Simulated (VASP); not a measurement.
# Si16C (a cell with a defect) in VASP: further runs

Si16C (a cell with a defect) is run at these levels: PBE; tasks: single point.

Program: VASP 6.6.1. These are calculated values, not measurements. Logs are shortened: lines on timing, memory, paths and dates and some standing lists are left out, and cuts for length are marked.

## (1) The cell of the first run

The cell holds a defect, 17 atoms: a = 7.679 Å, b = 7.679 Å, c = 7.679 Å, α = 60.00°, β = 60.00°, γ = 60.00°.

## (2) Single point, PBE, collinear spin

INCAR

```
PREC = Accurate
ENCUT = 520
EDIFF = 1E-6
ISMEAR = -1
SIGMA = 0.02
LREAL = Auto
LASPH = True
NELM = 150
ALGO = Normal
ISIF = 2
LWAVE = False
LCHARG = False
ISPIN = 2
MAGMOM = 0 0 0 0 0 0 0 0 0 0 0 0 0 0 0 0 1
LORBIT = 11
GGA = PE
NBANDS = 52
```

KPOINTS

```
regular mesh
0
Gamma
  2 2 2
```

POSCAR

```
Si16C
1.0
    0.0000000000      5.4300000000      5.4300000000
    5.4300000000      0.0000000000      5.4300000000
    5.4300000000      5.4300000000      0.0000000000
Si C
16 1
Direct
    0.0473480663     -0.0047145488     -0.0698526703
    0.1507826888      0.1340239411      0.0531215470
   -0.0224493554     -0.0089134438      0.4241436464
    0.1370626151      0.1291436464      0.5352762431
    0.0178084715      0.4954696133     -0.0203867403
    0.1505893186      0.6295764273      0.1010865562
    0.0138674033      0.4978084715      0.4645303867
    0.1560957643      0.6143462247      0.6042725599
    0.4935635359     -0.0259023941      0.0678360958
    0.6637753223      0.0892633517      0.1278268877
    0.5183885820     -0.0483885820      0.4921639042
    0.5220534070      0.1859023941      0.7164917127
    0.5171915285      0.4722007366      0.0122744015
    0.6662983425      0.6076979742      0.1053591160
    0.4960405157      0.5458563536      0.4711418048
    0.6410957643      0.5877808471      0.6507090239
    0.6891068140      1.0023848987      0.5646316759
```

Potentials or basis: VASP PAW PBE potentials, release 64 (Si, C).

The run is started by

```sh
> cat potpaw_PBE.64/Si/POTCAR potpaw_PBE.64/C/POTCAR > POTCAR
> mpirun -np 1 vasp_std > vasp.out
```

OUTCAR:

```text
PREC = Accurate
   ENCUT = 520
   EDIFF = 1E-6
   ISMEAR = -1
   LREAL = Auto
   LASPH = True
   NELM = 150
   ISIF = 2
   ISPIN = 2
   LORBIT = 11
   GGA = PE

 ion  position               nearest neighbor table
   1  0.047  0.995  0.930-   2 2.29   6 2.32  10 2.45   4 2.50
   2  0.151  0.134  0.053-   5 2.29   1 2.29   9 2.32   3 2.37  12 2.78
   3  0.978  0.991  0.424-  17 1.89   2 2.37   8 2.47   4 2.57  12 3.13
   4  0.137  0.129  0.535-   7 2.35  11 2.46   1 2.50   3 2.57
   5  0.018  0.495  0.980-  14 2.20   2 2.29   8 2.36   6 2.44
   6  0.151  0.630  0.101-   7 2.29  13 2.31   1 2.32   5 2.44
   7  0.014  0.498  0.465-   6 2.29   4 2.35  16 2.37   8 2.50
   8  0.156  0.614  0.604-  15 2.15   5 2.36   3 2.47   7 2.50  12 3.13
   9  0.494  0.974  0.068-  10 2.21  12 2.31   2 2.32  14 2.37
  10  0.664  0.089  0.128-   9 2.21  11 2.30  13 2.40   1 2.45
  11  0.518  0.952  0.492-  17 1.91  16 2.30  10 2.30   4 2.46  12 3.07
  12  0.522  0.186  0.716-  17 1.83   9 2.31  15 2.42   2 2.78  11 3.07   3 3.13   8 3.13
  13  0.517  0.472  0.012-  16 2.27   6 2.31  14 2.38  10 2.40
  14  0.666  0.608  0.105-   5 2.20  15 2.33   9 2.37  13 2.38
  15  0.496  0.546  0.471-   8 2.15  14 2.33  16 2.36  12 2.42
  16  0.641  0.588  0.651-  13 2.27  11 2.30  15 2.36   7 2.37
  17  0.689  0.002  0.565-  12 1.83   3 1.89  11 1.91

  LATTYP: Found a face centered cubic cell.
 ALAT       =    10.8600000000

  Lattice vectors:

 A1 = (   0.0000000000,   5.4300000000,   5.4300000000)
 A2 = (   5.4300000000,   0.0000000000,   5.4300000000)
 A3 = (   5.4300000000,   5.4300000000,   0.0000000000)

Analysis of symmetry for initial positions (statically):
=====================================================================
 Subroutine PRICEL returns:
 Original cell was already a primitive cell.

 Routine SETGRP: Setting up the symmetry group for a
 face centered cubic supercell.

 Subroutine GETGRP returns: Found  1 space group operations
 (whereof  1 operations were pure point group operations)
 out of a pool of 48 trial point group operations.

The static configuration has the point symmetry C_1 .

Analysis of symmetry for dynamics (positions and initial velocities):
=====================================================================
 Subroutine PRICEL returns:
 Original cell was already a primitive cell.

 Routine SETGRP: Setting up the symmetry group for a
 face centered cubic supercell.

 Subroutine GETGRP returns: Found  1 space group operations
 (whereof  1 operations were pure point group operations)
 out of a pool of 48 trial point group operations.

The dynamic configuration has the point symmetry C_1 .

Analysis of structural, dynamic, and magnetic symmetry:
=====================================================================
 Subroutine PRICEL returns:
 Original cell was already a primitive cell.

 Routine SETGRP: Setting up the symmetry group for a
 face centered cubic supercell.

 Subroutine GETGRP returns: Found  1 space group operations
 (whereof  1 operations were pure point group operations)
 out of a pool of 48 trial point group operations.

The overall configuration has the point symmetry C_1 .

 Subroutine INISYM returns: Found  1 space group operations
 (whereof  1 operations are pure point group operations),
 and found     1 'primitive' translations

----------------------------------------------------------------------------------------

                                     Primitive cell

  volume of cell :     320.2060

  direct lattice vectors                    reciprocal lattice vectors
     0.000000000  5.430000000  5.430000000    -0.092081031  0.092081031  0.092081031
     5.430000000  0.000000000  5.430000000     0.092081031 -0.092081031  0.092081031
     5.430000000  5.430000000  0.000000000     0.092081031  0.092081031 -0.092081031

  length of vectors
     7.679179644  7.679179644  7.679179644     0.159489025  0.159489025  0.159489025

  position of ions in fractional coordinates (direct lattice)
     0.047348066  0.995285451  0.930147330
[... 44 lines left out ...]
  ---------------------------------------------------
  free energy    TOTEN  =       -89.51913794 eV

  energy without entropy =      -89.51258901  energy(sigma->0) =      -89.51586347

 E-fermi :   6.3512     XC(G=0):  -9.5894

 val. band max:        6.3362201671   @ k =   0.5000   0.0000   0.0000
 cond. band min:       6.3590275275   @ k =   0.5000   0.5000   0.5000
 fundamental gap:      0.0228073605
 Fermi energy:         6.3511970077

 spin component 1

 k-point     1 :       0.0000    0.0000    0.0000
  band No.  band energies     occupation
      1      -6.7107      1.00000
      2      -5.2434      1.00000
      3      -4.0246      1.00000
      4      -3.8474      1.00000
      5      -3.6987      1.00000
      6      -3.0660      1.00000
[... 381 lines left out ...]
     45       9.9360      0.00000
     46      10.2235      0.00000
 Fermi energy:         6.3511970077

 spin component 2

 k-point     1 :       0.0000    0.0000    0.0000
  band No.  band energies     occupation
      1      -6.6984      1.00000
      2      -5.2314      1.00000
      3      -4.0215      1.00000
      4      -3.8432      1.00000
      5      -3.6958      1.00000
      6      -3.0613      1.00000
[... 381 lines left out ...]
     45       9.9391      0.00000
     46      10.2274      0.00000
 [bands above 46 left out]

------------------------ aborting loop because EDIFF is reached ----------------------------------------

  FORCE on cell =-STRESS in cart. coord.  units (eV):
  Direction    XX          YY          ZZ          XY          YZ          ZX
  --------------------------------------------------------------------------------------
  -------------------------------------------------------------------------------------
  Total        9.1464370      4.6370257      5.3908395     -0.4322979     -0.5923276     -0.8257507
  in kB       45.7649554     23.2017422     26.9735124     -2.1630383     -2.9637603     -4.1317121
  external PRESSURE =      31.9800700 kB  Pullay stress =       0.0000000 kB

 VOLUME and BASIS-vectors are now :
 -----------------------------------------------------------------------------
  energy-cutoff  :      520.00
  volume of cell :      320.21
      direct lattice vectors                 reciprocal lattice vectors
     0.000000000  5.430000000  5.430000000    -0.092081031  0.092081031  0.092081031
     5.430000000  0.000000000  5.430000000     0.092081031 -0.092081031  0.092081031
     5.430000000  5.430000000  0.000000000     0.092081031  0.092081031 -0.092081031

 POSITION                                       TOTAL-FORCE (eV/Angst)
 -----------------------------------------------------------------------------------
     10.45510      5.30780      5.66150        -0.165474     -1.405202     -0.228101
      1.01620      1.10720      1.54650         0.084472      0.507491     -0.615396
      7.68470      7.61120     10.68970         0.767282      0.957285     -0.550518
      3.60780      3.65080      1.44550         0.145442      0.803674     -0.943192
      8.00970      5.41600      2.78710        -0.318251      0.871496      1.986210
      3.96750      1.36660      4.23630        -0.559856     -0.689459     -0.501693
[... 9 lines left out ...]
      6.72500      7.01450      6.67280        -1.073977     -0.964250      0.581644
      3.07890      6.80780      3.75480         0.357633     -0.436638      0.538213
 -----------------------------------------------------------------------------------
    total drift:                                0.003799     -0.004900      0.002219

  FREE ENERGIE OF THE ION-ELECTRON SYSTEM (eV)
  ---------------------------------------------------
  free  energy   TOTEN  =       -89.5191379356 eV

  energy  without entropy=      -89.5125890132  energy(sigma->0) =      -89.51586347

 total charge

# of ion       s       p       d       tot
------------------------------------------
    1        0.750   0.915   0.000   1.665
    2        0.750   0.952   0.000   1.701
    3        0.764   0.851   0.000   1.615
    4        0.758   0.861   0.000   1.620
    5        0.747   0.973   0.000   1.720
    6        0.743   0.960   0.000   1.703
[... 9 lines left out ...]
   16        0.753   0.950   0.000   1.702
   17        0.881   1.518   0.000   2.399
--------------------------------------------------
tot         12.984  16.386   0.000  29.370

 magnetization (x)

# of ion       s       p       d       tot
------------------------------------------
    1        0.000   0.000   0.000   0.000
    2        0.000   0.001   0.000   0.001
    3       -0.000   0.001   0.000   0.001
    4       -0.000   0.000   0.000   0.000
    5        0.000   0.000   0.000   0.000
    6        0.000   0.000   0.000   0.000
[... 9 lines left out ...]
   16        0.000   0.002   0.000   0.002
   17        0.001   0.014   0.000   0.015
--------------------------------------------------
tot          0.003   0.024   0.000   0.027
```

It took 5.5 min on 1 thread of Intel Xeon 6975P-C (Granite Rapids), shared host; peak memory 0.71 GiB.

What came out:

| Item | Value |
| --- | --- |
| Free energy | -89.5191 eV |
| Pressure | 3.2 GPa |
| Largest force | 3.289 eV/Å |
| Net moment | 0.07 μB per cell |
| Valence electrons inside the program's atomic spheres | Si 1.67, 1.70, 1.61, 1.62, 1.72, 1.69, 1.73, 1.66, 1.71 (each value once); C 2.40 |

Forces in eV/Å, atoms in the order of the input:
```
Si  -0.165 -1.405 -0.228
Si   0.084  0.507 -0.615
Si   0.767  0.957 -0.551
Si   0.145  0.804 -0.943
Si  -0.318  0.871  1.986
Si  -0.560 -0.689 -0.502
Si   0.853  1.195 -0.045
Si   0.744 -2.762 -1.623
Si  -0.855 -0.370 -0.893
Si   0.207  0.387  1.575
Si   0.808  0.488  0.796
Si  -1.136 -0.359  0.590
Si   0.119  0.918 -0.248
Si   0.896 -1.277 -1.143
Si  -0.873  2.136  0.723
Si  -1.074 -0.964  0.582
C    0.358 -0.437  0.538
```

Stress tensor (GPa, compression positive):
```
 4.58 -0.22 -0.41
-0.22  2.32 -0.30
-0.41 -0.30  2.70
```

Caveat: the k points lie up to 0.50 Å⁻¹ apart; the atoms stand as in a frame of molecular dynamics.

## (3) Single point, PBE, collinear spin

INCAR

```
ALGO = Normal
EDIFF = 1E-6
ENCUT = 520
GGA = PE
ISIF = 2
ISMEAR = -1
ISPIN = 2
LASPH = T
LCHARG = F
LORBIT = 11
LREAL = Auto
LWAVE = F
MAGMOM = 0 0 0 0 0 0 0 0 0 0 0 0 0 0 0 0 1
NBANDS = 52
NELM = 150
PREC = Accurate
SIGMA = 0.02
```

KPOINTS

```
k-points
0
Gamma
  2 2 2
```

POSCAR

```
Si16C
1.0
    0.0000000000      5.4300000000      5.4300000000
    5.4300000000      0.0000000000      5.4300000000
    5.4300000000      5.4300000000      0.0000000000
Si C
16 1
Direct
    0.0270718232      0.0165377532     -0.1100920810
    0.1656169429      0.1056906077      0.0565193370
   -0.0297329650      0.0010773481      0.4383333333
    0.1247697974      0.1357826888      0.5292633517
    0.0466666667      0.4790791897     -0.0079558011
    0.1536740331      0.6297882136      0.0930847145
    0.0077532228      0.5074217311      0.4885267035
    0.0950368324      0.6611694291      0.5995303867
    0.5126703499     -0.0219337017      0.0423756906
    0.6920994475      0.0948066298      0.1316758748
    0.5379373849     -0.0566114180      0.5044935543
    0.5161141805      0.1823756906      0.7055432781
    0.5298434622      0.4610405157      0.0301381215
    0.6556721915      0.6085267035      0.1187108656
    0.4913812155      0.5088213628      0.4984530387
    0.6397605893      0.5671639042      0.6386187845
    0.6965653775      1.0500276243      0.5150368324
```

Potentials or basis: VASP PAW PBE potentials, release 64 (Si, C).

The run is started by

```sh
> cat potpaw_PBE.64/Si/POTCAR potpaw_PBE.64/C/POTCAR > POTCAR
> mpirun -np 1 vasp_std > vasp.out
```

Run time: 4.8 min. Hardware: 1 thread of Intel Xeon 6975P-C (Granite Rapids), shared host; peak memory 0.71 GiB.

It converged, with:

```
Free energy                                           : -88.7964 eV
Pressure                                              : 4.0 GPa
Largest force                                         : 3.777 eV/Å
Band gap on the k mesh                                : zero (filled and empty bands overlap)
Net moment                                            : 0.00 μB per cell
Valence electrons inside the program's atomic spheres : Si 1.66, 1.65, 1.73, 1.64, 1.68, 1.72, 1.70, 1.67, 1.75, 1.74, 1.71 (each value once); C 2.52
```

Forces in eV/Å, atoms in the order of the input:
```
Si   0.409  2.485 -0.410
Si   0.278 -0.859 -0.394
Si   0.049 -0.778  2.047
Si  -0.124  0.659  1.237
Si  -0.566 -1.799 -0.690
Si   0.919  0.559  0.384
Si  -1.998 -1.399 -0.669
Si  -0.336  3.748 -0.321
Si   0.298  0.934  0.302
Si   0.077 -1.004 -1.432
Si  -0.253 -0.835 -0.280
Si  -0.387  0.542 -0.882
Si  -0.490 -1.506  0.134
Si   0.003  1.063  0.368
Si   0.503 -2.671  0.499
Si   1.623  1.201  0.815
C   -0.006 -0.341 -0.708
```

Stress tensor (GPa, compression positive):
```
 5.60 -0.02  2.74
-0.02  2.42 -0.17
 2.74 -0.17  3.97
```

Levels at points of the mesh, in eV from the Fermi level:
Spin up:
```
           k point  band 32  band 33  band 34  band 35  band 36  band 37
(0.00, 0.00, 0.00)    -0.61    -0.53    -0.30    -0.16    -0.02     0.32
(0.50, 0.00, 0.00)    -0.95    -0.89    -0.22     0.45     0.72     0.99
(0.00, 0.50, 0.00)    -0.99    -0.54    -0.21     0.20     0.83     0.92
(0.00, 0.00, 0.50)    -0.92    -0.85     0.02     0.24     0.62     0.87
(0.50, 0.50, 0.50)    -0.80    -0.68    -0.09     0.58     0.82     0.83
(0.50, 0.50, 0.00)    -1.28    -0.87    -0.74     0.99     1.05     1.33
(0.00, 0.50, 0.50)    -1.29    -1.11     0.30     0.55     0.98     1.33
(0.50, 0.00, 0.50)    -1.39    -0.94    -0.75     0.70     1.28     1.37
```
Spin down:
```tsv
k point	band 32	band 33	band 34	band 35	band 36	band 37
(0.00, 0.00, 0.00)	-0.61	-0.53	-0.30	-0.16	-0.02	0.32
(0.50, 0.00, 0.00)	-0.95	-0.89	-0.22	0.45	0.72	0.99
(0.00, 0.50, 0.00)	-0.99	-0.54	-0.21	0.20	0.83	0.92
(0.00, 0.00, 0.50)	-0.92	-0.85	0.02	0.24	0.62	0.87
(0.50, 0.50, 0.50)	-0.80	-0.68	-0.09	0.58	0.82	0.83
(0.50, 0.50, 0.00)	-1.28	-0.87	-0.74	0.99	1.05	1.33
(0.00, 0.50, 0.50)	-1.29	-1.11	0.30	0.55	0.98	1.33
(0.50, 0.00, 0.50)	-1.39	-0.94	-0.75	0.70	1.28	1.37
```

Caveat: the k points lie up to 0.50 Å⁻¹ apart; the atoms stand as in a frame of molecular dynamics.

## (4) Single point, PBE, collinear spin

INCAR

```
ALGO = Normal ; EDIFF = 1E-6
ENCUT = 520 ; GGA = PE
ISIF = 2 ; ISMEAR = -1
ISPIN = 2 ; LASPH = T
LCHARG = T ; LELF = T
LORBIT = 11 ; LREAL = Auto
LVHAR = T ; LWAVE = F
MAGMOM = 0 0 0 0 0 0 0 0 0 0 0 0 0 0 0 0 1 ; NBANDS = 52
NELM = 150 ; PREC = Accurate
SIGMA = 0.02
```

KPOINTS is that of step 3.

POSCAR

```
Si16C
1.0
    0.0000000000      5.4300000000      5.4300000000
    5.4300000000      0.0000000000      5.4300000000
    5.4300000000      5.4300000000      0.0000000000
Si C
16 1
Direct
    0.0376519337     -0.0237292818     -0.0645580110
    0.1609576427      0.1053406998      0.0530570902
   -0.0102578269      0.0382504604      0.4227071823
    0.1761602210      0.1277255985      0.5390699816
    0.0323756906      0.4768324125     -0.0146408840
    0.1520441989      0.6259852670      0.1063535912
    0.0103775322      0.4960128913      0.4589042357
    0.0978268877      0.6361694291      0.6296869245
    0.5348066298     -0.0399263352      0.0477348066
    0.6553406998      0.1090239411      0.1337384899
    0.5238305709     -0.0473848987      0.4965930018
    0.5147053407      0.1548342541      0.6936372007
    0.5215930018      0.4857918969      0.0025690608
    0.6626058932      0.5927716390      0.1367679558
    0.4539686924      0.5397329650      0.4956261510
    0.6363904236      0.5906813996      0.6428729282
    0.7103591160      1.0795672192      0.4615561694
```

The run is started by

```sh
> cat potpaw_PBE.64/Si/POTCAR potpaw_PBE.64/C/POTCAR > POTCAR
> mpirun -np 1 vasp_std > vasp.out
```

Wall time 14 min (1 thread of Oxide Virtual Turin-like, shared host); peak memory 0.67 GiB.

The run converged. Its results:

| Quantity | Value |
| --- | --- |
| Free energy | -89.1149 eV |
| Pressure | 2.7 GPa |
| Largest force | 2.655 eV/Å |
| Band gap on the k mesh | zero (filled and empty bands overlap) |
| Net moment | 0.00 μB per cell |
| Valence electrons inside the program's atomic spheres | Si 1.68, 1.67, 1.60, 1.69, 1.73, 1.65, 1.70 (each value once); C 2.39 |

Forces on the atoms (eV/Å):
```
Si   1.007 -1.413  0.766
Si   0.035  0.835  0.792
Si  -0.769  0.585 -1.608
Si   1.247 -0.775 -1.867
Si   0.546  0.817 -0.147
Si  -1.736 -0.515 -0.488
Si   1.930  1.573 -0.292
Si  -0.414 -2.541  0.649
Si  -0.463 -1.936 -0.456
Si  -0.284  0.251  1.086
Si  -0.295  1.136  1.799
Si   0.897  0.065  0.526
Si   0.533  1.046 -0.174
Si  -0.301 -0.513 -0.573
Si  -0.286  1.976  0.143
Si  -1.404 -1.021 -0.140
C   -0.242  0.432 -0.016
```

Stress tensor (GPa, compression positive):
```
 4.32 -0.87 -0.66
-0.87  2.48 -1.49
-0.66 -1.49  1.18
```

Levels at points of the mesh, in eV from the Fermi level:
Spin up:
```
           k point  band 32  band 33  band 34  band 35  band 36  band 37
(0.00, 0.00, 0.00)    -0.91    -0.62    -0.30    -0.22     0.05     0.36
(0.50, 0.00, 0.00)    -1.11    -0.91    -0.05     0.46     0.58     0.86
(0.00, 0.50, 0.00)    -0.87    -0.69    -0.61     0.20     0.67     0.92
(0.00, 0.00, 0.50)    -0.97    -0.81    -0.31     0.18     0.65     1.04
(0.50, 0.50, 0.50)    -1.23    -0.85    -0.38     0.48     0.75     0.83
(0.50, 0.50, 0.00)    -1.22    -0.93    -0.44     0.52     0.90     1.25
(0.00, 0.50, 0.50)    -1.25    -0.56     0.09     0.32     1.01     1.28
(0.50, 0.00, 0.50)    -1.46    -1.12    -0.17     0.62     1.05     1.35
```
Spin down:
```
           k point  band 32  band 33  band 34  band 35  band 36  band 37
(0.00, 0.00, 0.00)    -0.91    -0.62    -0.30    -0.22     0.05     0.36
(0.50, 0.00, 0.00)    -1.11    -0.91    -0.05     0.46     0.58     0.86
(0.00, 0.50, 0.00)    -0.87    -0.69    -0.61     0.20     0.67     0.92
(0.00, 0.00, 0.50)    -0.97    -0.81    -0.31     0.18     0.65     1.04
(0.50, 0.50, 0.50)    -1.23    -0.85    -0.38     0.48     0.75     0.83
(0.50, 0.50, 0.00)    -1.22    -0.93    -0.44     0.52     0.90     1.25
(0.00, 0.50, 0.50)    -1.25    -0.56     0.09     0.32     1.01     1.28
(0.50, 0.00, 0.50)    -1.46    -1.12    -0.17     0.62     1.05     1.35
```

Caveat: the k points lie up to 0.50 Å⁻¹ apart; the atoms stand as in a frame of molecular dynamics.

## (5) The runs side by side

| cell | gap on the mesh (eV) | pressure (GPa) | moment (μB) | largest force (eV/Å) |
| --- | --- | --- | --- | --- |
| as given, atomic positions A | none | 3.2 | 0.07 | 3.29 |
| as given, atomic positions B | none | 4.0 | 0.00 | 3.78 |
| as given, atomic positions C | none | 2.7 | 0.00 | 2.66 |

Alike in all rows: task single point; level PBE; potentials or basis VASP PAW PBE potentials, release 64 (Si, C); spin collinear; k mesh 2 × 2 × 2; cutoff (eV) 520; smearing fermi-dirac 0.02 eV.

Caveats: all runs use coarse meshes; the atoms stand as in a frame of molecular dynamics.

Absolute energies hang on the potentials; compare differences alone.

The gap in the log of VASP goes by the Fermi energy; the results here count the filled bands.